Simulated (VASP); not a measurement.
Cd2S: single point with PBE

The system is Cd2S.

```xyz
3
Lattice="1.8833 -5.6343 0.0000 1.8833 5.6343 0.0000 0.0000 0.0000 3.8582" Properties=species:S:1:pos:R:3 pbc="T T T"
Cd    1.8833    1.7157    0.0000
Cd    1.8833   -1.7157    0.0000
S     1.8833    0.0000    1.9291
```

The cell was generated, and may not be a known phase.

```
Program             : VASP 6.6.1
Task                : single point
Functional          : PBE
Potentials or basis : VASP PAW PBE potentials, release 64 (Cd, S)
Cutoff              : 520 eV
k mesh              : 5 × 5 × 5
Occupations         : gaussian, width 0.2 eV
Spin                : no spin polarisation
```

```
Pressure               : 0.5 GPa
Largest force          : 0.093 eV/Å
Band gap on the k mesh : 0.59 eV (least direct gap 1.24 eV)
```

Forces in eV/Å, atoms in the order of the input:
```
Cd   0.000  0.093  0.000
Cd   0.000 -0.093  0.000
S    0.000  0.000  0.000
```

Stress tensor (GPa, compression positive):
```
0.03 0.00 0.00
0.00 0.82 0.00
0.00 0.00 0.58
```

Levels at points of the mesh, in eV from the valence-band top:
```tsv
k point	band 13	band 14	band 15	band 16	band 17	band 18
(0.00, 0.00, 0.00)	-3.48	-1.32	-0.33	3.18	4.94	5.77
```

Run time: 40 s on 1 thread of Intel(R) Xeon(R) 6975P-C (Granite Rapids) (shared host), peak memory 0.26 GiB.

A k mesh can miss the band edges.
